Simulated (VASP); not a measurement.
Write the native input for VASP 6.6.1 that does the following.

```
Task                   : single point
Functional             : PBE
Potentials or basis    : VASP PAW PBE potentials, release 64 (Sn_d, O)
Cutoff                 : 520 eV
k mesh                 : 12 × 12 × 12
Occupations            : gaussian, width 0.05 eV
Spin                   : no spin polarisation
Dipole correction      : no
Further INCAR settings : ALGO = Normal; EDIFF = 1e-07; NBANDS = 20
```

The structure of SnO2 lies in POSCAR:

```
SnO2
1.0
    1.5628500000      0.9023118682      4.7871000000
   -1.5628500000      0.9023118682      4.7871000000
    0.0000000000     -1.8046237364      4.7871000000
Sn O
1 2
Direct
    0.5000000000      0.5000000000      0.5000000000
    0.2348826742      0.2348826742      0.2348826742
    0.7651173258      0.7651173258      0.7651173258
```

The input as run:

INCAR

```
PREC = Accurate
ENCUT = 520
EDIFF = 1E-7
ISMEAR = 0
SIGMA = 0.05
LREAL = F
LASPH = T
NELM = 60
ALGO = Normal
ISIF = 2
LWAVE = F
LCHARG = F
GGA = PE
NBANDS = 20
```

KPOINTS

```
Automatic mesh
0
Gamma
  12 12 12
```

Potentials or basis: VASP PAW PBE potentials, release 64 (Sn_d, O).

Run with:

```console
$ cat potpaw_PBE.64/Sn_d/POTCAR potpaw_PBE.64/O/POTCAR > POTCAR
$ mpirun -np 1 vasp_std > vasp.out
```

It gave:

```yaml
Pressure: 17.8 GPa
Largest_force: 1.249 eV/Å
Band_gap_on_the_k_mesh: 2.71 eV, indirect (least direct gap 3.01 eV)
```

Caveat: spin-orbit coupling is left out, which moves the levels of the heavy elements; forces of over 1 eV/Å act on the atoms, so gaps and moduli don't describe the material at rest.

It took 2.5 min on 1 thread of Intel(R) Xeon(R) 6975P-C (Granite Rapids), on a shared host, peak memory 0.33 GiB.
